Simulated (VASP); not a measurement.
A run of VASP 6.6.1 is set up as follows.

INCAR

```
SYSTEM = ZrB
  ALGO = Normal
  EDIFF = 1E-6
  ENCUT = 520
  ISIF = 2
  ISMEAR = -1
  LASPH = .TRUE.
  LCHARG = .FALSE.
  LREAL = .FALSE.
  LWAVE = .FALSE.
  NBANDS = 14
  NELM = 80
  PREC = Accurate
  SIGMA = 0.05
```

File KPOINTS:

```
k-points
0
G
  10 10 10
  0 0 0
```

File POSCAR:

```
ZrB
1.0
    0.0000000000      2.3093955030      2.3093955030
    2.3093955030      0.0000000000      2.3093955030
    2.3093955030      2.3093955030      0.0000000000
Zr B
1 1
Direct
    0.0000000000      0.0000000000      0.0000000000
    0.5000000000      0.5000000000      0.5000000000
```

Potentials or basis: VASP PAW LDA potentials, release 64 (Zr_sv, B).

Launch:

```bash
$ cat potpaw_LDA.64/Zr_sv/POTCAR potpaw_LDA.64/B/POTCAR > POTCAR
$ mpirun -np 1 vasp_std > vasp.out
```

(1) Predict the pressure.

## Answers

(1) 31.2 GPa.
